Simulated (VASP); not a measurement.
# CsPbCl3 (Pm-3m) in VASP: further runs, part 2 of 2

VASP 6.6.1. The steps go on from the part before.

## (4) Single point, r2SCAN+D4

This run uses another cell than the first one, of 36.09 Å³/atom, 1.006 times its volume.

Input file POSCAR:

```
CsPbCl3
1.0
    5.6511203059      0.0000000000      0.0000000000
    0.0000000000      5.6511203059      0.0000000000
    0.0000000000      0.0000000000      5.6511203059
Pb Cs Cl
1 1 3
Direct
    0.5000000000      0.5000000000      0.5000000000
    0.0000000000      0.0000000000      0.0000000000
    0.5000000000      0.0000000000      0.5000000000
    0.0000000000      0.5000000000      0.5000000000
    0.5000000000      0.5000000000      0.0000000000
```

Input file INCAR.step1:

```
SYSTEM = CsPbCl3
  ALGO = Normal
  EDIFF = 1E-4
  ENCUT = 520
  GGA = PE
  ISMEAR = -1
  LASPH = .TRUE.
  LCHARG = .FALSE.
  LREAL = .FALSE.
  LWAVE = .TRUE.
  NBANDS = 30
  NELM = 100
  PREC = Accurate
  SIGMA = 0.05
```

Input file INCAR.step2:

```
SYSTEM = CsPbCl3
  ALGO = Normal
  EDIFF = 1E-7
  ENCUT = 520
  ISIF = 2
  ISMEAR = -1
  ISTART = 1
  IVDW = 13
  LASPH = .TRUE.
  LCHARG = .FALSE.
  LMIXTAU = .TRUE.
  LREAL = .FALSE.
  LWAVE = .FALSE.
  METAGGA = R2SCAN
  NBANDS = 30
  NELM = 100
  PREC = Accurate
  SIGMA = 0.05
  VDW_A1 = 0.51559235
  VDW_A2 = 5.77342911
  VDW_S6 = 1.0
  VDW_S8 = 0.6018749
```

Input file KPOINTS:

```
k-points
0
G
  5 5 5
  0 0 0
```

Potentials or basis: VASP PAW PBE potentials, release 64 (Pb_d, Cs_sv, Cl).

Launch:

```
$ cat potpaw_PBE.64/Pb_d/POTCAR potpaw_PBE.64/Cs_sv/POTCAR potpaw_PBE.64/Cl/POTCAR > POTCAR
$ cp INCAR.step1 INCAR
$ mpirun -np 1 vasp_std > vasp.out
$ cp INCAR.step2 INCAR
$ mpirun -np 1 vasp_std > vasp.out
```

OUTCAR:

```text
SYSTEM = CsPbCl3
   EDIFF = 1E-7
   ENCUT = 520
   ISIF = 2
   ISMEAR = -1
   ISTART = 1
   IVDW = 13
   LASPH = .TRUE.
   LREAL = .FALSE.
   METAGGA = R2SCAN
   NELM = 100
   PREC = Accurate

 ion  position               nearest neighbor table
   1  0.500  0.500  0.500-   3 2.83   4 2.83   5 2.83   5 2.83   3 2.83   4 2.83
   2  0.000  0.000  0.000-
   3  0.500  0.000  0.500-   1 2.83   1 2.83
   4  0.000  0.500  0.500-   1 2.83   1 2.83
   5  0.500  0.500  0.000-   1 2.83   1 2.83

  LATTYP: Found a simple cubic cell.
 ALAT       =     5.6511203059

  Lattice vectors:

 A1 = (   5.6511203059,   0.0000000000,   0.0000000000)
 A2 = (   0.0000000000,   5.6511203059,   0.0000000000)
 A3 = (   0.0000000000,   0.0000000000,   5.6511203059)

Analysis of symmetry for initial positions (statically):
=====================================================================
 Subroutine PRICEL returns:
 Original cell was already a primitive cell.

 Routine SETGRP: Setting up the symmetry group for a
 simple cubic supercell.

 Subroutine GETGRP returns: Found 48 space group operations
 (whereof 48 operations were pure point group operations)
 out of a pool of 48 trial point group operations.

The static configuration has the point symmetry O_h .

Analysis of symmetry for dynamics (positions and initial velocities):
=====================================================================
 Subroutine PRICEL returns:
 Original cell was already a primitive cell.

 Routine SETGRP: Setting up the symmetry group for a
 simple cubic supercell.

 Subroutine GETGRP returns: Found 48 space group operations
 (whereof 48 operations were pure point group operations)
 out of a pool of 48 trial point group operations.

The dynamic configuration has the point symmetry O_h .

 Subroutine INISYM returns: Found 48 space group operations
 (whereof 48 operations are pure point group operations),
 and found     1 'primitive' translations

----------------------------------------------------------------------------------------

                                     Primitive cell

  volume of cell :     180.4694

  direct lattice vectors                    reciprocal lattice vectors
     5.651120306  0.000000000  0.000000000     0.176956063  0.000000000  0.000000000
     0.000000000  5.651120306  0.000000000     0.000000000  0.176956063  0.000000000
     0.000000000  0.000000000  5.651120306     0.000000000  0.000000000  0.176956063

  length of vectors
     5.651120306  5.651120306  5.651120306     0.176956063  0.176956063  0.176956063

  position of ions in fractional coordinates (direct lattice)
     0.500000000  0.500000000  0.500000000
     0.000000000  0.000000000  0.000000000
     0.500000000  0.000000000  0.500000000
     0.000000000  0.500000000  0.500000000
     0.500000000  0.500000000  0.000000000

  ion indices of the primitive-cell ions
   primitive index   ion index
                 1           1
                 2           2
                 3           3
                 4           4
                 5           5

----------------------------------------------------------------------------------------

 KPOINTS: k-points

Automatic generation of k-mesh.
[... 24 lines left out ...]
  0.200000  0.000000  0.000000      6.000000
  0.400000  0.000000  0.000000      6.000000
  0.200000  0.200000  0.000000     12.000000
  0.400000  0.200000  0.000000     24.000000
  0.400000  0.400000  0.000000     12.000000
  0.200000  0.200000  0.200000      8.000000
  0.400000  0.200000  0.200000     24.000000
  0.400000  0.400000  0.200000     24.000000
  0.400000  0.400000  0.400000      8.000000
   k-points           NKPTS =     10   k-points in BZ     NKDIM =     10   number of bands    NBANDS=     30
   number of dos      NEDOS =    301   number of ions     NIONS =      5
   total plane-waves  NPLWV =  74088
   dimension x,y,z NGX =    42 NGY =   42 NGZ =   42
   dimension x,y,z NGXF=    84 NGYF=   84 NGZF=   84
   ions per type =               1   1   3
   NGX,Y,Z   is equivalent  to a cutoff of  12.36, 12.36, 12.36 a.u.
   NGXF,Y,Z  is equivalent  to a cutoff of  24.71, 24.71, 24.71 a.u.
 SYSTEM =  CsPbCl3
   PREC   = accura    normal or accurate (medium, high low for compatibility)
   ISTART =      1    job   : 0-new  1-cont  2-samecut
   ICHARG =      0    charge: 1-file 2-atom 10-const
   ISPIN  =      1    spin polarized calculation?
   LNONCOLLINEAR =      F non collinear calculations
   LSORBIT =      F    spin-orbit coupling
   LASPH  =      T    aspherical Exc in radial PAW
   ENCUT  =  520.0 eV  38.22 Ry    6.18 a.u.  10.51 10.51 10.51*2*pi/ulx,y,z
   NELM   =    100;   NELMIN=  2; NELMDL=  0     # of ELM steps
   EDIFF  = 0.1E-06   stopping-criterion for ELM
   LREAL  =      F    real-space projection
   EDIFFG = 0.1E-05   stopping-criterion for IOM
   NSW    =      0    number of steps for IOM
   IBRION =     -1    ionic relax: 0-MD 1-quasi-New 2-CG
   NFREE  =      0    steps in history (QN), initial steepest desc. (CG)
   ISIF   =      2    stress and relaxation
   ISYM   =      2    0-nonsym 1-usesym 2-fastsym
   POTIM  = 0.5000    time-step for ionic-motion
   TEBEG  =    0.0;   TEEND  =   0.0 temperature during run
   PSTRESS=    0.0 pullay stress
   NELECT =      44.0000    total number of electrons
   NUPDOWN=      -1.0000    fix difference up-down
   EMIN   =  10.00;   EMAX   =-10.00  energy-range for DOS
   EFERMI =   0.00;   METHOD = LEGACY
   ISMEAR =    -1;   SIGMA  =   0.05  broadening in eV -4-tet -1-fermi 0-gaus
   EFERMI_NEDOS =   21; number of points for ismear=-14 and -15
   IALGO  =     38    algorithm
   IMIX   =      4    mixing-type and parameters
     AMIX     =   0.40;   BMIX     =  1.00
     AMIX_MAG =   1.60;   BMIX_MAG =  1.00
  volume/ion in A,a.u.               =      36.09       243.57
  Fermi-wavevector in a.u.,A,eV,Ry     =   1.022723  1.932665 14.231169  1.045961
  Thomas-Fermi vector in A             =   2.156417
   LORBIT       =      0    0 simple, 1 ext, 2 COOP (PROOUT), +10 PAW based schemes
   METAGGA = R2SCAN    functional components
   LHFCALC =     F    Hartree Fock is set to
   AEXX    =    0.0000 exact exchange contribution
   IVDW    =    13    specifies the selected vdW correction
   LEPSILON=     F    determine dielectric tensor
   LRPA    =     F    only Hartree local field effects (RPA)
 non-spin polarized calculation
  energy-cutoff  :      520.00
  volume of cell :      180.47
 maximum number of plane-waves:      4945
 NGX is ok and might be reduce to    42
   NGX = 21   NGY = 21   NGZ = 21

 number of electron      44.0000018 magnetization

 Free energy of the ion-electron system (eV)
  ---------------------------------------------------
  ext. energy  EPLUGINS =         0.00000000
  ---------------------------------------------------
  free energy    TOTEN  =      -108.19086481 eV

  energy without entropy =     -108.19086481  energy(sigma->0) =     -108.19086481

 E-fermi :   1.8125     XC(G=0):  -8.1411

 val. band max:        0.7185916849   @ k =   0.4000   0.4000   0.4000
 cond. band min:       4.0960078905   @ k =   0.4000   0.4000   0.4000
 fundamental gap:      3.3774162056
 Fermi energy:         1.8124862300

 k-point     1 :       0.0000    0.0000    0.0000
  band No.  band energies     occupation
      1     -20.6126      2.00000
      2     -16.0220      2.00000
      3     -16.0220      2.00000
      4     -15.7764      2.00000
      5     -15.7764      2.00000
      6     -15.7764      2.00000
[... 319 lines left out ...]
     29       7.5866      0.00000
     30       8.4443      0.00000

------------------------ aborting loop because EDIFF is reached ----------------------------------------

  DFT-D4 for vdW energy calculation

  Edisp (eV):   -0.31252

  FORCE on cell =-STRESS in cart. coord.  units (eV):
  Direction    XX          YY          ZZ          XY          YZ          ZX
  --------------------------------------------------------------------------------------
  -------------------------------------------------------------------------------------
  Total      -0.02614    -0.02614    -0.02614    -0.00000     0.00000     0.00000
  in kB      -0.23206    -0.23206    -0.23206    -0.00000     0.00000     0.00000
  external pressure =       -0.23 kB  Pullay stress =        0.00 kB

 VOLUME and BASIS-vectors are now :
 -----------------------------------------------------------------------------
  energy-cutoff  :      520.00
  volume of cell :      180.47
      direct lattice vectors                 reciprocal lattice vectors
     5.651120306  0.000000000  0.000000000     0.176956063  0.000000000  0.000000000
     0.000000000  5.651120306  0.000000000     0.000000000  0.176956063  0.000000000
     0.000000000  0.000000000  5.651120306     0.000000000  0.000000000  0.176956063

 POSITION                                       TOTAL-FORCE (eV/Angst)
 -----------------------------------------------------------------------------------
      2.82556      2.82556      2.82556         0.000000      0.000000      0.000000
      0.00000      0.00000      0.00000         0.000000      0.000000      0.000000
      2.82556      0.00000      2.82556         0.000000      0.000000      0.000000
      0.00000      2.82556      2.82556         0.000000      0.000000      0.000000
      2.82556      2.82556      0.00000         0.000000      0.000000      0.000000
 -----------------------------------------------------------------------------------
    total drift:                                0.000000     -0.000000     -0.000000

  FREE ENERGIE OF THE ION-ELECTRON SYSTEM (eV)
  ---------------------------------------------------
  free  energy   TOTEN  =      -108.5033870116 eV

  energy  without entropy=     -108.5033870116  energy(sigma->0) =     -108.50338701
```

It took 1.8 min on 1 thread of Intel Xeon 6975P-C (Granite Rapids), shared host; peak memory 0.3 GiB.

Results:

```
Free energy                : -108.5034 eV
Pressure                   : 0.0 GPa
Band gap on the k mesh     : 3.38 eV, direct
Dispersion energy per atom : -0.063 eV
```

Levels at points of the mesh, in eV from the valence-band top:
| k point | band 18 | band 19 | band 20 | band 21 | band 22 | band 23 | band 24 | band 25 | band 26 | band 27 |
| --- | --- | --- | --- | --- | --- | --- | --- | --- | --- | --- |
| (0.00, 0.00, 0.00) | -2.09 | -2.09 | -1.99 | -1.99 | -1.99 | 4.49 | 5.36 | 5.36 | 6.35 | 6.35 |

Caveat: the PAW data sets were made with another functional, which shifts forces and pressure a little; spin-orbit coupling is left out, which moves the levels of the heavy elements.

## (5) Single point, r2SCAN

This run uses another cell than the first one, of 36.46 Å³/atom, 1.016 times its volume.

POSCAR: that of step 4 with these lines changed.

```diff
@@ -2,5 +2,5 @@
 1.0
-    5.6511203059      0.0000000000      0.0000000000
-    0.0000000000      5.6511203059      0.0000000000
-    0.0000000000      0.0000000000      5.6511203059
+    5.6701297366      0.0000000000      0.0000000000
+    0.0000000000      5.6701297366      0.0000000000
+    0.0000000000      0.0000000000      5.6701297366
 Pb Cs Cl
```

Input file INCAR.step1:

```
PREC = Accurate ; ENCUT = 520
ISMEAR = -1 ; SIGMA = 0.05
LREAL = F ; LASPH = T
NELM = 60 ; NBANDS = 30
GGA = PE ; ALGO = Normal
EDIFF = 1E-4 ; LWAVE = T
LCHARG = F
```

Input file INCAR.step2:

```
PREC = Accurate ; ENCUT = 520
EDIFF = 1E-6 ; ISMEAR = -1
SIGMA = 0.05 ; LREAL = F
LASPH = T ; NELM = 60
ALGO = Normal ; ISIF = 2
LWAVE = F ; LCHARG = F
METAGGA = R2SCAN ; LMIXTAU = T
NBANDS = 30 ; ISTART = 1
```

Input file KPOINTS:

```
regular mesh
0
Gamma
  5 5 5
```

Launch:

```
$ cat potpaw_PBE.64/Pb_d/POTCAR potpaw_PBE.64/Cs_sv/POTCAR potpaw_PBE.64/Cl/POTCAR > POTCAR
$ cp INCAR.step1 INCAR
$ mpirun -np 1 vasp_std > vasp.out
$ cp INCAR.step2 INCAR
$ mpirun -np 1 vasp_std > vasp.out
```

Run time: 97 s. Hardware: 1 thread of Intel Xeon 6975P-C (Granite Rapids), shared host; peak memory 0.31 GiB.

Results (log left out):

```yaml
Free_energy: -108.1928 eV
Pressure: 0.0 GPa
Band_gap_on_the_k_mesh: 3.40 eV, direct
```

Levels at points of the mesh, in eV from the valence-band top:
```csv
k point,band 18,band 19,band 20,band 21,band 22,band 23,band 24,band 25,band 26,band 27
"(0.00, 0.00, 0.00)",-2.02,-2.02,-1.93,-1.93,-1.93,4.53,5.42,5.42,6.41,6.41
```

Caveat: the PAW data sets were made with another functional, which shifts forces and pressure a little; spin-orbit coupling is left out, which moves the levels of the heavy elements. A k mesh can miss the band edges.

## (6) Single point, RPBE+D3(BJ)

This run uses another cell than the first one, of 31.43 Å³/atom, 0.876 times its volume.

Input file INCAR:

```
ALGO = Normal
EDIFF = 1E-6
ENCUT = 520
GGA = RP
ISIF = 2
ISMEAR = -1
IVDW = 12
LASPH = True
LCHARG = False
LREAL = False
LWAVE = False
NBANDS = 30
NELM = 100
PREC = Accurate
SIGMA = 0.05
```

Input file KPOINTS:

```
k-points
0
Gamma
  5 5 5
```

POSCAR: that of step 5 with these lines changed.

```diff
@@ -2,5 +2,5 @@
 1.0
-    5.6701297366      0.0000000000      0.0000000000
-    0.0000000000      5.6701297366      0.0000000000
-    0.0000000000      0.0000000000      5.6701297366
+    5.3966167916      0.0000000000      0.0000000000
+    0.0000000000      5.3966167916      0.0000000000
+    0.0000000000      0.0000000000      5.3966167916
 Pb Cs Cl
```

Potentials or basis: VASP PAW PBE potentials, release 64 (Pb_d, Cs_sv, Cl).

Launch:

```
$ cat potpaw_PBE.64/Pb_d/POTCAR potpaw_PBE.64/Cs_sv/POTCAR potpaw_PBE.64/Cl/POTCAR > POTCAR
$ mpirun -np 1 vasp_std > vasp.out
```

It took 36 s on 1 thread of Intel Xeon 6975P-C, shared host; peak memory 0.27 GiB.

Results (log left out):

* Free energy: -20.8510 eV
* Pressure: -0.1 GPa
* Band gap on the k mesh: 2.75 eV, direct
* Dispersion energy per atom: -1.012 eV

Levels at points of the mesh, in eV from the valence-band top:
| k point | band 18 | band 19 | band 20 | band 21 | band 22 | band 23 | band 24 | band 25 | band 26 | band 27 |
| --- | --- | --- | --- | --- | --- | --- | --- | --- | --- | --- |
| (0.00, 0.00, 0.00) | -2.89 | -2.89 | -2.72 | -2.72 | -2.72 | 3.80 | 4.36 | 4.36 | 5.27 | 5.27 |

Caveat: the PAW data sets were made with another functional, which shifts forces and pressure a little; spin-orbit coupling is left out, which moves the levels of the heavy elements.

## (7) Overview

```csv
level,cell,gap on the mesh (eV),pressure (GPa)
r2SCAN+D3(BJ),"a = 5.641 Å, 5 atoms",3.36,0.0
r2SCAN+D3(BJ),"a = 5.646 Å, 5 atoms",3.37,-0.1
r2SCAN+D4,"a = 5.651 Å, 5 atoms",3.38,0.0
r2SCAN,"a = 5.670 Å, 5 atoms",3.40,0.0
RPBE+D3(BJ),"a = 5.397 Å, 5 atoms",2.75,-0.1
```

Alike in all rows: task single point; potentials or basis VASP PAW PBE potentials, release 64 (Pb_d, Cs_sv, Cl); no spin polarisation; k mesh 5 × 5 × 5; cutoff (eV) 520; smearing fermi-dirac 0.05 eV.

Caveats: the PAW data sets were made with another functional, which shifts forces and pressure a little; spin-orbit coupling is left out, which moves the levels of the heavy elements; three body term missing (some runs).

Total energies depend on the potentials used, so only differences within one code and one set of settings carry meaning.
